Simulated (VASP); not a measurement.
# Cd (Fm-3m) in VASP: further runs

The runs below take Cd through single point, with PBE.

Everything below comes from runs of VASP 6.6.1. Logs are shortened: lines on timing, memory, paths and dates and some standing lists are left out, and cuts for length are marked.

## Step 1: The cell of the first run

The structure is cubic, space group Fm-3m (No. 225). The conventional cell has a = 4.501 Å, b = 4.501 Å, c = 4.501 Å, α = 90.00°, β = 90.00°, γ = 90.00°. Within 4.2 Å of Cd (site symmetry m-3m) lie 12 Cd at 3.18 Å.

## Step 2: Single point, PBE

INCAR

```
  ALGO = Normal
  EDIFF = 1E-7
  ENCUT = 520
  GGA = PE
  ISIF = 2
  ISMEAR = -1
  LASPH = T
  LCHARG = F
  LREAL = F
  LWAVE = F
  NBANDS = 12
  NELM = 80
  PREC = Accurate
  SIGMA = 0.15
```

KPOINTS

```
k-points
0
Gamma
  4 4 4
```

POSCAR

```
Cd
1.0
    0.0000000000      2.2506000000      2.2506000000
    2.2506000000      0.0000000000      2.2506000000
    2.2506000000      2.2506000000      0.0000000000
Cd
1
Direct
    0.0000000000      0.0000000000      0.0000000000
```

Potentials or basis: VASP PAW PBE potentials, release 64 (Cd).

Started as:

```sh
$ cat potpaw_PBE.64/Cd/POTCAR > POTCAR
$ mpirun -np 1 vasp_std > vasp.out
```

OUTCAR:

```text
EDIFF = 1E-7
   ENCUT = 520
   GGA = PE
   ISIF = 2
   ISMEAR = -1
   LASPH = T
   LREAL = F
   NELM = 80
   PREC = Accurate

 ion  position               nearest neighbor table
   1  0.000  0.000  0.000-

  LATTYP: Found a face centered cubic cell.
 ALAT       =     4.5012000000

  Lattice vectors:

 A1 = (   0.0000000000,   2.2506000000,   2.2506000000)
 A2 = (   2.2506000000,   0.0000000000,   2.2506000000)
 A3 = (   2.2506000000,   2.2506000000,   0.0000000000)

Analysis of symmetry for initial positions (statically):
=====================================================================
 Subroutine PRICEL returns:
 Original cell was already a primitive cell.

 Routine SETGRP: Setting up the symmetry group for a
 face centered cubic supercell.

 Subroutine GETGRP returns: Found 48 space group operations
 (whereof 48 operations were pure point group operations)
 out of a pool of 48 trial point group operations.

The static configuration has the point symmetry O_h .

Analysis of symmetry for dynamics (positions and initial velocities):
=====================================================================
 Subroutine PRICEL returns:
 Original cell was already a primitive cell.

 Routine SETGRP: Setting up the symmetry group for a
 face centered cubic supercell.

 Subroutine GETGRP returns: Found 48 space group operations
 (whereof 48 operations were pure point group operations)
 out of a pool of 48 trial point group operations.

The dynamic configuration has the point symmetry O_h .

 Subroutine INISYM returns: Found 48 space group operations
 (whereof 48 operations are pure point group operations),
 and found     1 'primitive' translations

----------------------------------------------------------------------------------------

                                     Primitive cell

  volume of cell :      22.7995

  direct lattice vectors                    reciprocal lattice vectors
     0.000000000  2.250600000  2.250600000    -0.222162979  0.222162979  0.222162979
     2.250600000  0.000000000  2.250600000     0.222162979 -0.222162979  0.222162979
     2.250600000  2.250600000  0.000000000     0.222162979  0.222162979 -0.222162979

  length of vectors
     3.182829043  3.182829043  3.182829043     0.384797567  0.384797567  0.384797567

  position of ions in fractional coordinates (direct lattice)
     0.000000000  0.000000000  0.000000000

  ion indices of the primitive-cell ions
   primitive index   ion index
                 1           1

----------------------------------------------------------------------------------------

 KPOINTS: k-points

Automatic generation of k-mesh.
 Grid dimensions read from file:
 generate k-points for:    4    4    4

 Generating k-lattice:

  Cartesian coordinates                     Fractional coordinates (reciprocal lattice)
    -0.055540745  0.055540745  0.055540745     0.250000000  0.000000000  0.000000000
     0.055540745 -0.055540745  0.055540745     0.000000000  0.250000000  0.000000000
     0.055540745  0.055540745 -0.055540745     0.000000000  0.000000000  0.250000000

  Length of vectors
     0.096199392  0.096199392  0.096199392

  Shift w.r.t. Gamma in fractional coordinates (k-lattice)
     0.000000000  0.000000000  0.000000000

 Subroutine IBZKPT returns following result:
 ===========================================

 Found      8 irreducible k-points:

 Following reciprocal coordinates:
            Coordinates               Weight
  0.000000  0.000000  0.000000      1.000000
  0.250000  0.000000  0.000000      8.000000
  0.500000  0.000000  0.000000      4.000000
  0.250000  0.250000  0.000000      6.000000
  0.500000  0.250000  0.000000     24.000000
 -0.250000  0.250000  0.000000     12.000000
  0.500000  0.500000  0.000000      3.000000
 -0.250000  0.500000  0.250000      6.000000
   k-points           NKPTS =      8   k-points in BZ     NKDIM =      8   number of bands    NBANDS=     12
   number of dos      NEDOS =    301   number of ions     NIONS =      1
   total plane-waves  NPLWV =  13824
   dimension x,y,z NGX =    24 NGY =   24 NGZ =   24
   dimension x,y,z NGXF=    48 NGYF=   48 NGZF=   48
   ions per type =               1
   NGX,Y,Z   is equivalent  to a cutoff of  12.54, 12.54, 12.54 a.u.
   NGXF,Y,Z  is equivalent  to a cutoff of  25.07, 25.07, 25.07 a.u.
 SYSTEM =  unknown system
   PREC   = accura    normal or accurate (medium, high low for compatibility)
   ISTART =      0    job   : 0-new  1-cont  2-samecut
   ICHARG =      2    charge: 1-file 2-atom 10-const
   ISPIN  =      1    spin polarized calculation?
   LNONCOLLINEAR =      F non collinear calculations
   LSORBIT =      F    spin-orbit coupling
   LASPH  =      T    aspherical Exc in radial PAW
   ENCUT  =  520.0 eV  38.22 Ry    6.18 a.u.   5.92  5.92  5.92*2*pi/ulx,y,z
   NELM   =     80;   NELMIN=  2; NELMDL= -5     # of ELM steps
   EDIFF  = 0.1E-06   stopping-criterion for ELM
   LREAL  =      F    real-space projection
   EDIFFG = 0.1E-05   stopping-criterion for IOM
   NSW    =      0    number of steps for IOM
   IBRION =     -1    ionic relax: 0-MD 1-quasi-New 2-CG
   NFREE  =      0    steps in history (QN), initial steepest desc. (CG)
   ISIF   =      2    stress and relaxation
   ISYM   =      2    0-nonsym 1-usesym 2-fastsym
   POTIM  = 0.5000    time-step for ionic-motion
   TEBEG  =    0.0;   TEEND  =   0.0 temperature during run
   PSTRESS=    0.0 pullay stress
   NELECT =      12.0000    total number of electrons
   NUPDOWN=      -1.0000    fix difference up-down
   EMIN   =  10.00;   EMAX   =-10.00  energy-range for DOS
   EFERMI =   0.00;   METHOD = LEGACY
   ISMEAR =    -1;   SIGMA  =   0.15  broadening in eV -4-tet -1-fermi 0-gaus
   EFERMI_NEDOS =   21; number of points for ismear=-14 and -15
   IALGO  =     38    algorithm
   IMIX   =      4    mixing-type and parameters
     AMIX     =   0.40;   BMIX     =  1.00
     AMIX_MAG =   1.60;   BMIX_MAG =  1.00
  volume/ion in A,a.u.               =      22.80       153.86
  Fermi-wavevector in a.u.,A,eV,Ry     =   1.321783  2.497808 23.770890  1.747111
  Thomas-Fermi vector in A             =   2.451512
   LORBIT       =      0    0 simple, 1 ext, 2 COOP (PROOUT), +10 PAW based schemes
   GGA     = PE    functional components
   LHFCALC =     F    Hartree Fock is set to
   AEXX    =    0.0000 exact exchange contribution
   IVDW    =     0    specifies the selected vdW correction
   LEPSILON=     F    determine dielectric tensor
   LRPA    =     F    only Hartree local field effects (RPA)
 non-spin polarized calculation
  energy-cutoff  :      520.00
  volume of cell :       22.80
 maximum number of plane-waves:       636
   NGX = 11   NGY = 11   NGZ = 11

 number of electron      11.9999992 magnetization

 Free energy of the ion-electron system (eV)
  ---------------------------------------------------
  ext. energy  EPLUGINS =         0.00000000
  ---------------------------------------------------
  free energy    TOTEN  =        -0.93624499 eV

  energy without entropy =       -0.91357462  energy(sigma->0) =       -0.92490980

 E-fermi :   3.7505     XC(G=0): -10.7575

 val. band max:        1.8370676311   @ k =   0.5000   0.5000   0.0000
 cond. band min:       3.7554172047   @ k =   0.5000   0.5000   0.0000
 fundamental gap:      1.9183495736
 Fermi energy:         3.7504541226

 k-point     1 :       0.0000    0.0000    0.0000
  band No.  band energies     occupation
      1      -6.4909      2.00000
      2      -6.4909      2.00000
      3      -6.4909      2.00000
      4      -6.0776      2.00000
      5      -6.0776      2.00000
      6      -5.9402      2.00000
      7      16.2671      0.00000
      8      17.0503      0.00000
      9      17.0503      0.00000
     10      17.0503      0.00000
     11      20.3564      0.00000
     12      20.3564      0.00000

 k-point     2 :       0.2500    0.0000    0.0000
  band No.  band energies     occupation
      1      -6.6968      2.00000
      2      -6.3999      2.00000
      3      -6.3999      2.00000
      4      -6.0072      2.00000
      5      -6.0072      2.00000
      6      -4.2588      2.00000
      7       8.5884      0.00000
      8      15.6294      0.00000
      9      15.6294      0.00000
     10      16.1752      0.00000
     11      20.1848      0.00000
     12      20.2865      0.00000

 k-point     3 :       0.5000    0.0000    0.0000
  band No.  band energies     occupation
      1      -6.9257      2.00000
      2      -6.4852      2.00000
      3      -6.4852      2.00000
      4      -5.7379      2.00000
      5      -5.7379      2.00000
      6       0.3792      2.00000
      7       1.1435      2.00000
      8      14.6850      0.00000
      9      14.6850      0.00000
     10      15.3844      0.00000
     11      18.5182      0.00000
     12      18.5182      0.00000

 k-point     4 :       0.2500    0.2500    0.0000
  band No.  band energies     occupation
      1      -6.7858      2.00000
      2      -6.5285      2.00000
      3      -6.1048      2.00000
      4      -6.1048      2.00000
      5      -5.9195      2.00000
      6      -3.7276      2.00000
      7      11.8657      0.00000
      8      11.8657      0.00000
      9      12.8508      0.00000
     10      14.1845      0.00000
     11      14.2818      0.00000
     12      25.5902      0.00000

 k-point     5 :       0.5000    0.2500    0.0000
  band No.  band energies     occupation
      1      -6.8380      2.00000
      2      -6.5722      2.00000
      3      -6.1205      2.00000
      4      -6.1073      2.00000
      5      -5.7151      2.00000
      6       0.1798      2.00000
      7       4.3625      0.03323
      8       8.5835      0.00000
      9      11.1489      0.00000
     10      13.8993      0.00000
     11      20.2341      0.00000
     12      23.6120      0.00000

 k-point     6 :      -0.2500    0.2500    0.0000
  band No.  band energies     occupation
      1      -6.5906      2.00000
      2      -6.5136      2.00000
      3      -6.1905      2.00000
      4      -6.1173      2.00000
      5      -6.0499      2.00000
      6      -1.4029      2.00000
      7       6.9982      0.00000
      8       7.0288      0.00000
      9      14.1054      0.00000
     10      15.3281      0.00000
     11      21.0205      0.00000
     12      22.3429      0.00000

 k-point     7 :       0.5000    0.5000    0.0000
  band No.  band energies     occupation
      1      -7.0699      2.00000
      2      -6.9956      2.00000
      3      -5.7578      2.00000
      4      -5.6507      2.00000
      5      -5.6507      2.00000
      6       1.8371      1.99999
      7       3.7554      0.98346
      8       9.1722      0.00000
      9       9.1722      0.00000
     10      13.2673      0.00000
     11      13.2838      0.00000
     12      28.7704      0.00000

 k-point     8 :      -0.2500    0.5000    0.2500
  band No.  band energies     occupation
      1      -6.6891      2.00000
      2      -6.4786      2.00000
      3      -6.4786      2.00000
      4      -6.0165      2.00000
      5      -5.6504      2.00000
      6       4.3974      0.02643
      7       4.5822      0.00779
      8       4.5822      0.00779
      9       6.2480      0.00000
     10      19.9514      0.00000
     11      20.1205      0.00000
     12      20.1205      0.00000

------------------------ aborting loop because EDIFF is reached ----------------------------------------

  FORCE on cell =-STRESS in cart. coord.  units (eV):
  Direction    XX          YY          ZZ          XY          YZ          ZX
  --------------------------------------------------------------------------------------
  -------------------------------------------------------------------------------------
  Total       -0.0521899     -0.0521899     -0.0521899     -0.0000000      0.0000000      0.0000000
  in kB       -3.6675142     -3.6675142     -3.6675142     -0.0000000      0.0000000      0.0000000
  external PRESSURE =      -3.6675142 kB  Pullay stress =       0.0000000 kB

 VOLUME and BASIS-vectors are now :
 -----------------------------------------------------------------------------
  energy-cutoff  :      520.00
  volume of cell :       22.80
      direct lattice vectors                 reciprocal lattice vectors
     0.000000000  2.250600000  2.250600000    -0.222162979  0.222162979  0.222162979
     2.250600000  0.000000000  2.250600000     0.222162979 -0.222162979  0.222162979
     2.250600000  2.250600000  0.000000000     0.222162979  0.222162979 -0.222162979

 POSITION                                       TOTAL-FORCE (eV/Angst)
 -----------------------------------------------------------------------------------
      0.00000      0.00000      0.00000        -0.000000      0.000000      0.000000
 -----------------------------------------------------------------------------------
    total drift:                                0.000000      0.000000      0.000000

  FREE ENERGIE OF THE ION-ELECTRON SYSTEM (eV)
  ---------------------------------------------------
  free  energy   TOTEN  =        -0.9362449900 eV

  energy  without entropy=       -0.9135746158  energy(sigma->0) =       -0.92490980
```

Wall time 2.5 s (1 thread of AMD EPYC 7R13 (Zen 3), shared host); peak memory 0.1 GiB.

Results:

| Property | Result |
| --- | --- |
| Free energy | -0.9362 eV |
| Pressure | -0.4 GPa |
| Band gap on the k mesh | zero (band 6 reaches 4.40 eV, above the bottom of band 7 at 1.14 eV) |

Levels at points of the mesh, in eV from the Fermi level:
```
           k point  band 2  band 3  band 4  band 5  band 6  band 7  band 8  band 9  band 10  band 11
(0.00, 0.00, 0.00)  -10.24  -10.24   -9.83   -9.83   -9.69   12.52   13.30   13.30    13.30    16.61
(0.50, 0.00, 0.00)  -10.24  -10.24   -9.49   -9.49   -3.37   -2.61   10.93   10.93    11.63    14.77
(0.50, 0.50, 0.00)  -10.75   -9.51   -9.40   -9.40   -1.91    0.00    5.42    5.42     9.52     9.53
```

Caveat: the k points lie up to 0.60 Å⁻¹ apart.

## Step 3: Single point, PBE

INCAR

```
SYSTEM = Cd
  PREC = Accurate
  ENCUT = 520
  EDIFF = 1E-6
  ISMEAR = -1
  SIGMA = 0.15
  LREAL = .False.
  LASPH = .True.
  NELM = 60
  ALGO = Normal
  ISIF = 2
  LWAVE = .False.
  LCHARG = .True.
  GGA = PE
  LELF = .True.
  LVHAR = .True.
  NBANDS = 12
```

KPOINTS

```
Automatic mesh
0
Gamma
  4 4 4
  0 0 0
```

POSCAR is that of step 2.

Potentials or basis: VASP PAW PBE potentials, release 64 (Cd).

Started as:

```sh
$ cat potpaw_PBE.64/Cd/POTCAR > POTCAR
$ mpirun -np 1 vasp_std > vasp.out
```

Run time: 2.8 s. Hardware: 1 thread of AMD EPYC 7R13 (Zen 3), shared host; peak memory 0.1 GiB.

Results (log left out):

```yaml
Free_energy: -0.9362 eV
Pressure: -0.4 GPa
Band_gap_on_the_k_mesh: zero (band 6 reaches 4.40 eV, above the bottom of band 7 at 1.14 eV)
```

Levels at points of the mesh, in eV from the Fermi level:
| k point | band 4 | band 5 | band 6 | band 7 | band 8 | band 9 |
| --- | --- | --- | --- | --- | --- | --- |
| (0.00, 0.00, 0.00) | -9.83 | -9.83 | -9.69 | 12.52 | 13.30 | 13.30 |
| (0.50, 0.00, 0.00) | -9.49 | -9.49 | -3.37 | -2.61 | 10.93 | 10.93 |
| (0.50, 0.50, 0.00) | -9.40 | -9.40 | -1.91 | 0.00 | 5.42 | 5.42 |

Caveat: the k points lie up to 0.60 Å⁻¹ apart.

## Step 4: Single point, PBE, non-collinear spin, zero start, spin-orbit coupling

INCAR

```
SYSTEM = Cd
PREC = Accurate
ENCUT = 520
EDIFF = 1E-6
ISMEAR = -1
SIGMA = 0.15
LREAL = .FALSE.
LASPH = .TRUE.
NELM = 150
ALGO = Normal
ISIF = 2
LWAVE = .FALSE.
LCHARG = .FALSE.
MAGMOM = 0 0 0
LORBIT = 11
LSORBIT = .TRUE.
GGA_COMPAT = .FALSE.
LORBMOM = .TRUE.
GGA = PE
NBANDS = 23
```

KPOINTS

```
Automatic mesh
0
G
  4 4 4
  0 0 0
```

POSCAR is that of step 3.

Potentials or basis: VASP PAW PBE potentials, release 64 (Cd).

Started as:

```sh
$ cat potpaw_PBE.64/Cd/POTCAR > POTCAR
$ mpirun -np 1 vasp_ncl > vasp.out
```

OUTCAR:

```text
SYSTEM = Cd
   PREC = Accurate
   ENCUT = 520
   EDIFF = 1E-6
   ISMEAR = -1
   LREAL = .FALSE.
   LASPH = .TRUE.
   NELM = 150
   ISIF = 2
   LORBIT = 11
   LSORBIT = .TRUE.
   GGA = PE

 ion  position               nearest neighbor table
   1  0.000  0.000  0.000-

  LATTYP: Found a face centered cubic cell.
 ALAT       =     4.5012000000

  Lattice vectors:

 A1 = (   0.0000000000,   2.2506000000,   2.2506000000)
 A2 = (   2.2506000000,   0.0000000000,   2.2506000000)
 A3 = (   2.2506000000,   2.2506000000,   0.0000000000)

Analysis of symmetry for initial positions (statically):
=====================================================================
 Subroutine PRICEL returns:
 Original cell was already a primitive cell.

 Routine SETGRP: Setting up the symmetry group for a
 face centered cubic supercell.

 Subroutine GETGRP returns: Found 48 space group operations
 (whereof 48 operations were pure point group operations)
 out of a pool of 48 trial point group operations.

The static configuration has the point symmetry O_h .

Analysis of symmetry for dynamics (positions and initial velocities):
=====================================================================
 Subroutine PRICEL returns:
 Original cell was already a primitive cell.

[... 394 lines left out ...]
  free  energy   TOTEN  =        -0.9643061600 eV

  energy  without entropy=       -0.9410709510  energy(sigma->0) =       -0.95268856

 orbital moment (x)

 # of ion     p       d       tot
 ----------------------------------------
  1         0.000  -0.000  -0.000
 ----------------------------------------
            0.000  -0.000  -0.000

 orbital moment (y)

 # of ion     p       d       tot
 ----------------------------------------
  1         0.000   0.000   0.000
 ----------------------------------------
            0.000   0.000   0.000

 orbital moment (z)

 # of ion     p       d       tot
 ----------------------------------------
  1         0.000   0.000   0.000
 ----------------------------------------
            0.000   0.000   0.000

 Spin-Orbit-Coupling matrix elements

 Ion:    1  E_soc:     -0.0563262
 l=   1
     0.0000000    -0.0022353    -0.0022353
    -0.0022353     0.0000000    -0.0022353
    -0.0022353    -0.0022353     0.0000000
 l=   2
     0.0000000    -0.0014308     0.0000000    -0.0014308    -0.0057216
    -0.0014308     0.0000000    -0.0042912    -0.0014308    -0.0014304
     0.0000000    -0.0042912     0.0000000    -0.0042912     0.0000000
    -0.0014308    -0.0014308    -0.0042912     0.0000000    -0.0014304
    -0.0057216    -0.0014304     0.0000000    -0.0014304     0.0000000
 l=   3
     0.0000000     0.0000000     0.0000000     0.0000000     0.0000000     0.0000000     0.0000000
     0.0000000     0.0000000     0.0000000     0.0000000     0.0000000     0.0000000     0.0000000
     0.0000000     0.0000000     0.0000000     0.0000000     0.0000000     0.0000000     0.0000000
     0.0000000     0.0000000     0.0000000     0.0000000     0.0000000     0.0000000     0.0000000
     0.0000000     0.0000000     0.0000000     0.0000000     0.0000000     0.0000000     0.0000000
     0.0000000     0.0000000     0.0000000     0.0000000     0.0000000     0.0000000     0.0000000
     0.0000000     0.0000000     0.0000000     0.0000000     0.0000000     0.0000000     0.0000000

 total charge

# of ion       s       p       d       tot
------------------------------------------
    1        0.541   0.256   9.493  10.290

 magnetization (x)

# of ion       s       p       d       tot
------------------------------------------
    1       -0.000   0.000   0.000  -0.000

 magnetization (y)

# of ion       s       p       d       tot
------------------------------------------
    1       -0.000   0.000   0.000   0.000

 magnetization (z)

# of ion       s       p       d       tot
------------------------------------------
    1       -0.000  -0.000  -0.000  -0.000
```

stdout:

```text
POSCAR found type information on POSCAR Cd
 POSCAR found :  1 types and       1 ions
 scaLAPACK will be used
 LDA part: xc-table for (Slater+PW92), standard interpolation
 POSCAR, INCAR and KPOINTS ok, starting setup
 FFT: planning ... GRIDC
 FFT: planning ... GRID_SOFT
 FFT: planning ... GRID
 WAVECAR not read
 entering main loop
```

It took 8.8 s on 1 thread of AMD EPYC 7R13 (Zen 3), shared host; peak memory 0.16 GiB.

Results:

```
Free energy                                           : -0.9643 eV
Pressure                                              : -0.5 GPa
Net moment                                            : 0.00 μB per cell
Valence electrons inside the program's atomic spheres : Cd 10.29
```

Moments on the atoms (μB; x, y, z):
```
Cd  0.00 0.00 0.00
```

Caveat: the k points lie up to 0.60 Å⁻¹ apart.
